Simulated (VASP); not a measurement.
# Mo in VASP: single point with PBE

Aim: the single point of Mo with PBE.

Program: VASP 6.6.1. These are calculated values, not measurements. Logs are shortened: lines on timing, memory, paths and dates and some standing lists are left out, and cuts for length are marked.

### Step 1. The cell of the first run

The cell holds a slab with vacuum, 15 atoms: a = 5.699 Å, b = 5.699 Å, c = 23.045 Å, α = 90.00°, β = 90.00°, γ = 90.00°.

### Step 2. Single point, PBE (atoms taken out, then relaxed in part)

INCAR reads:

```
PREC = Accurate
ENCUT = 520
EDIFF = 1E-6
ISMEAR = 0
SIGMA = 0.1
LREAL = Auto
LASPH = T
NELM = 60
ALGO = Normal
ISIF = 2
LWAVE = F
LCHARG = F
LDIPOL = T
IDIPOL = 3
DIPOL = 0.5 0.5 0.486
GGA = PE
NBANDS = 118
```

KPOINTS reads:

```
regular mesh
0
Gamma
  5 5 1
```

POSCAR reads:

```
Mo
1.0
    5.6992806600      0.0000000000      0.0000000000
    0.0000000000      5.6992806600      0.0000000000
    0.0000000000      0.0000000000     23.0450000429
Mo
15
Direct
    0.2500000000      0.2500000000      0.3688435662
    0.2500000000      0.7500000000      0.3688435662
    0.7500000000      0.2500000000      0.3688435662
    0.7500000000      0.7500000000      0.3688435662
    0.0000000000      0.0000000000      0.4562811922
    0.0000000000      0.5000000000      0.4562811922
    0.5000000000      0.0000000000      0.4562811922
    0.5000000000      0.5000000000      0.4562811922
    0.2477357928      0.2477357928      0.5395334870
    0.2477357928      0.7522642072      0.5395334870
    0.7522642072      0.2477357928      0.5395334870
    0.7522642072      0.7522642072      0.5395334870
    0.0000000000      0.5000000000      0.6086347602
    0.5000000000      0.0000000000      0.6086347602
    0.5000000000      0.5000000000      0.6199039880
```

Potentials or basis: VASP PAW PBE potentials, release 64 (Mo_sv).

Launch:

```
> cat potpaw_PBE.64/Mo_sv/POTCAR > POTCAR
> mpirun -np 1 vasp_std > vasp.out
```

OUTCAR:

```text
PREC = Accurate
   ENCUT = 520
   EDIFF = 1E-6
   ISMEAR = 0
   LREAL = Auto
   LASPH = T
   NELM = 60
   ISIF = 2
   GGA = PE

 ion  position               nearest neighbor table
   1  0.250  0.250  0.369-   2 2.85   3 2.85   2 2.85   3 2.85   7 2.85   8 2.85   5 2.85   6 2.85

   2  0.250  0.750  0.369-   1 2.85   4 2.85   1 2.85   4 2.85   7 2.85   8 2.85   5 2.85   6 2.85

   3  0.750  0.250  0.369-   1 2.85   4 2.85   4 2.85   1 2.85   7 2.85   8 2.85   5 2.85   6 2.85
[... 4 lines left out ...]
                             1 2.85   2 2.85   3 2.85   4 2.85
   6  0.000  0.500  0.456-   9 2.78  10 2.78  11 2.78  12 2.78   5 2.85   8 2.85   5 2.85   8 2.85
                             1 2.85   2 2.85   3 2.85   4 2.85
   7  0.500  0.000  0.456-   9 2.78  10 2.78  11 2.78  12 2.78   5 2.85   8 2.85   8 2.85   5 2.85
                             1 2.85   2 2.85   3 2.85   4 2.85
   8  0.500  0.500  0.456-   9 2.80  10 2.80  11 2.80  12 2.80   6 2.85   7 2.85   7 2.85   6 2.85
                             1 2.85   2 2.85   3 2.85   4 2.85
   9  0.248  0.248  0.540-  13 2.57  14 2.57  15 2.75   5 2.77   7 2.78   6 2.78   8 2.80  11 2.82
                            10 2.82  10 2.88  11 2.88
  10  0.248  0.752  0.540-  13 2.57  14 2.57  15 2.75   5 2.77   7 2.78   6 2.78   8 2.80  12 2.82
                             9 2.82  12 2.88   9 2.88
  11  0.752  0.248  0.540-  13 2.57  14 2.57  15 2.75   5 2.77   7 2.78   6 2.78   8 2.80  12 2.82
                             9 2.82  12 2.88   9 2.88
  12  0.752  0.752  0.540-  13 2.57  14 2.57  15 2.75   5 2.77   7 2.78   6 2.78   8 2.80  11 2.82
                            10 2.82  11 2.88  10 2.88
  13  0.000  0.500  0.609-   9 2.57  10 2.57  11 2.57  12 2.57  15 2.86  15 2.86
  14  0.500  0.000  0.609-   9 2.57  10 2.57  11 2.57  12 2.57  15 2.86  15 2.86
  15  0.500  0.500  0.620-   9 2.75  10 2.75  11 2.75  12 2.75  13 2.86  14 2.86  14 2.86  13 2.86

  LATTYP: Found a simple tetragonal cell.
 ALAT       =     5.6992806600
 C/A-ratio  =     4.0434927525

  Lattice vectors:

 A1 = (   5.6992806600,   0.0000000000,   0.0000000000)
 A2 = (   0.0000000000,   5.6992806600,   0.0000000000)
 A3 = (   0.0000000000,   0.0000000000,  23.0450000429)

Analysis of symmetry for initial positions (statically):
=====================================================================
 Subroutine PRICEL returns:
 Original cell was already a primitive cell.

 Routine SETGRP: Setting up the symmetry group for a
 simple tetragonal supercell.

 Subroutine GETGRP returns: Found  8 space group operations
 (whereof  8 operations were pure point group operations)
 out of a pool of 16 trial point group operations.

The static configuration has the point symmetry C_4v.

Analysis of symmetry for dynamics (positions and initial velocities):
=====================================================================
 Subroutine PRICEL returns:
 Original cell was already a primitive cell.

 Routine SETGRP: Setting up the symmetry group for a
 simple tetragonal supercell.

 Subroutine GETGRP returns: Found  8 space group operations
 (whereof  8 operations were pure point group operations)
 out of a pool of 16 trial point group operations.

The dynamic configuration has the point symmetry C_4v.

 Subroutine INISYM returns: Found  8 space group operations
 (whereof  8 operations are pure point group operations),
 and found     1 'primitive' translations

----------------------------------------------------------------------------------------

                                     Primitive cell

  volume of cell :     748.5431

  direct lattice vectors                    reciprocal lattice vectors
     5.699280660  0.000000000  0.000000000     0.175460740  0.000000000  0.000000000
     0.000000000  5.699280660  0.000000000     0.000000000  0.175460740  0.000000000
     0.000000000  0.000000000 23.045000043     0.000000000  0.000000000  0.043393361

  length of vectors
     5.699280660  5.699280660 23.045000043     0.175460740  0.175460740  0.043393361

  position of ions in fractional coordinates (direct lattice)
     0.250000000  0.250000000  0.368843566
     0.250000000  0.750000000  0.368843566
     0.750000000  0.250000000  0.368843566
     0.750000000  0.750000000  0.368843566
     0.000000000  0.000000000  0.456281192
[... 43 lines left out ...]

  Length of vectors
     0.035092148  0.035092148  0.043393361

  Shift w.r.t. Gamma in fractional coordinates (k-lattice)
     0.000000000  0.000000000  0.000000000

 Subroutine IBZKPT returns following result:
 ===========================================

 Found      6 irreducible k-points:

 Following reciprocal coordinates:
            Coordinates               Weight
  0.000000  0.000000  0.000000      1.000000
  0.200000  0.000000  0.000000      4.000000
  0.400000  0.000000  0.000000      4.000000
  0.200000  0.200000  0.000000      4.000000
  0.400000  0.200000  0.000000      8.000000
  0.400000  0.400000  0.000000      4.000000
   k-points           NKPTS =      6   k-points in BZ     NKDIM =      6   number of bands    NBANDS=    118
   number of dos      NEDOS =    301   number of ions     NIONS =     15
   total plane-waves  NPLWV = 317520
   dimension x,y,z NGX =    42 NGY =   42 NGZ =  180
   dimension x,y,z NGXF=    84 NGYF=   84 NGZF=  360
   ions per type =              15
   NGX,Y,Z   is equivalent  to a cutoff of  12.25, 12.25, 12.99 a.u.
   NGXF,Y,Z  is equivalent  to a cutoff of  24.50, 24.50, 25.97 a.u.
 SYSTEM =  unknown system
   PREC   = accura    normal or accurate (medium, high low for compatibility)
   ISTART =      0    job   : 0-new  1-cont  2-samecut
   ICHARG =      2    charge: 1-file 2-atom 10-const
   ISPIN  =      1    spin polarized calculation?
   LNONCOLLINEAR =      F non collinear calculations
   LSORBIT =      F    spin-orbit coupling
   LASPH  =      T    aspherical Exc in radial PAW
   ENCUT  =  520.0 eV  38.22 Ry    6.18 a.u.  10.60 10.60 42.85*2*pi/ulx,y,z
   NELM   =     60;   NELMIN=  2; NELMDL= -5     # of ELM steps
   EDIFF  = 0.1E-05   stopping-criterion for ELM
   LREAL  =      T    real-space projection
   EDIFFG = 0.1E-04   stopping-criterion for IOM
   NSW    =      0    number of steps for IOM
[... 5 lines left out ...]
   TEBEG  =    0.0;   TEEND  =   0.0 temperature during run
   PSTRESS=    0.0 pullay stress
   NELECT =     210.0000    total number of electrons
   NUPDOWN=      -1.0000    fix difference up-down
   EMIN   =  10.00;   EMAX   =-10.00  energy-range for DOS
   EFERMI =   0.00;   METHOD = LEGACY
   ISMEAR =     0;   SIGMA  =   0.10  broadening in eV -4-tet -1-fermi 0-gaus
   EFERMI_NEDOS =   21; number of points for ismear=-14 and -15
   IALGO  =     38    algorithm
   IMIX   =      4    mixing-type and parameters
     AMIX     =   0.40;   BMIX     =  1.00
     AMIX_MAG =   1.60;   BMIX_MAG =  1.00
  volume/ion in A,a.u.               =      49.90       336.76
  Fermi-wavevector in a.u.,A,eV,Ry     =   1.071706  2.025231 15.627022  1.148554
  Thomas-Fermi vector in A             =   2.207454
   LORBIT       =      0    0 simple, 1 ext, 2 COOP (PROOUT), +10 PAW based schemes
   GGA     = PE    functional components
   LHFCALC =     F    Hartree Fock is set to
   AEXX    =    0.0000 exact exchange contribution
   IVDW    =     0    specifies the selected vdW correction
   LEPSILON=     F    determine dielectric tensor
   LRPA    =     F    only Hartree local field effects (RPA)
 non-spin polarized calculation
 Gauss-broadening in eV      SIGMA  =   0.10
  energy-cutoff  :      520.00
  volume of cell :      748.54
 maximum number of plane-waves:     20177
 NGX is ok and might be reduce to    42
   NGX = 21   NGY = 21   NGZ = 85

 dipolmoment           0.000000      0.000000      0.144964 electrons x Angstroem

 number of electron     209.9999985 magnetization

 dipolmoment           0.000000      0.000000     -0.101022 electrons x Angstroem

 Free energy of the ion-electron system (eV)
  ---------------------------------------------------
  ext. energy  EPLUGINS =         0.00000000
  ---------------------------------------------------
  free energy    TOTEN  =      -146.65258737 eV

  energy without entropy =     -146.55878383  energy(sigma->0) =     -146.60568560

 E-fermi :   1.1044     XC(G=0):  -5.2429

 val. band max:        1.0847344526   @ k =   0.4000   0.2000   0.0000
 cond. band min:       1.1344876441   @ k =   0.0000   0.0000   0.0000
 fundamental gap:      0.0497531915
 Fermi energy:         1.1044250780

 k-point     1 :       0.0000    0.0000    0.0000
  band No.  band energies     occupation
      1     -59.7849      2.00000
      2     -59.7021      2.00000
      3     -59.6768      2.00000
      4     -59.6768      2.00000
      5     -59.6157      2.00000
      6     -59.6103      2.00000
[... 709 lines left out ...]
    116       2.0057      0.00000
    117       2.0432      0.00000
 [bands above 117 left out]

------------------------ aborting loop because EDIFF is reached ----------------------------------------

 vacuum level on the upper side and lower side of the slab       (xc-potential included)        -0.491         0.069

  FORCE on cell =-STRESS in cart. coord.  units (eV):
  Direction    XX          YY          ZZ          XY          YZ          ZX
  --------------------------------------------------------------------------------------
  -------------------------------------------------------------------------------------
  Total      -10.1847794    -10.1847794     -2.8263232      0.0000000      0.0000000      0.0000000
  in kB      -21.7994436    -21.7994436     -6.0494459      0.0000000      0.0000000      0.0000000
  external PRESSURE =     -16.5494443 kB  Pullay stress =       0.0000000 kB

 VOLUME and BASIS-vectors are now :
 -----------------------------------------------------------------------------
  energy-cutoff  :      520.00
  volume of cell :      748.54
      direct lattice vectors                 reciprocal lattice vectors
     5.699280660  0.000000000  0.000000000     0.175460740  0.000000000  0.000000000
     0.000000000  5.699280660  0.000000000     0.000000000  0.175460740  0.000000000
     0.000000000  0.000000000 23.045000043     0.000000000  0.000000000  0.043393361

 POSITION                                       TOTAL-FORCE (eV/Angst)
 -----------------------------------------------------------------------------------
      1.42482      1.42482      8.50000        -0.045142     -0.045142      0.408088
      1.42482      4.27446      8.50000        -0.045142      0.045142      0.408088
      4.27446      1.42482      8.50000         0.045142     -0.045142      0.408088
      4.27446      4.27446      8.50000         0.045142      0.045142      0.408088
      0.00000      0.00000     10.51500        -0.000000     -0.000000     -0.882941
      0.00000      2.84964     10.51500        -0.000000     -0.000000     -0.343096
      2.84964      0.00000     10.51500        -0.000000     -0.000000     -0.343096
      2.84964      2.84964     10.51500        -0.000000     -0.000000     -0.193954
      1.41192      1.41192     12.43355        -0.012560     -0.012560     -0.013315
      1.41192      4.28736     12.43355        -0.012560      0.012560     -0.013315
      4.28736      1.41192     12.43355         0.012560     -0.012560     -0.013315
      4.28736      4.28736     12.43355         0.012560      0.012560     -0.013315
      0.00000      2.84964     14.02599        -0.000000     -0.000000      0.062589
      2.84964      0.00000     14.02599        -0.000000     -0.000000      0.062589
      2.84964      2.84964     14.28569        -0.000000     -0.000000      0.058816
 -----------------------------------------------------------------------------------
    total drift:                                0.000000      0.000000      0.009396

  FREE ENERGIE OF THE ION-ELECTRON SYSTEM (eV)
  ---------------------------------------------------
  free  energy   TOTEN  =      -146.6525873694 eV

  energy  without entropy=     -146.5587838297  energy(sigma->0) =     -146.60568560

 vacuum level on the upper side and lower side of the slab         4.773         5.340
```

Run time: 20 min. Hardware: 1 thread of Intel Xeon Platinum 8488C (Sapphire Rapids), shared host; peak memory 0.8 GiB.

Results:

| Item | Value |
| --- | --- |
| Free energy | -146.6526 eV |
| Largest force | 0.883 eV/Å |
| Band gap on the k mesh | zero (bands 105 and 106 overlap by 0.32 eV) |

Forces in eV/Å, atoms in the order of the input:
```
Mo  -0.045 -0.045  0.408
Mo  -0.045  0.045  0.408
Mo   0.045 -0.045  0.408
Mo   0.045  0.045  0.408
Mo   0.000  0.000 -0.883
Mo   0.000  0.000 -0.343
Mo   0.000  0.000 -0.343
Mo   0.000  0.000 -0.194
Mo  -0.013 -0.013 -0.013
Mo  -0.013  0.013 -0.013
Mo   0.013 -0.013 -0.013
Mo   0.013  0.013 -0.013
Mo   0.000  0.000  0.063
Mo   0.000  0.000  0.063
Mo   0.000  0.000  0.059
```

Caveat: the cell differs from its parent crystal (atoms taken out, then relaxed in part).

The gap in the log of VASP goes by the Fermi energy; the results here count the filled bands.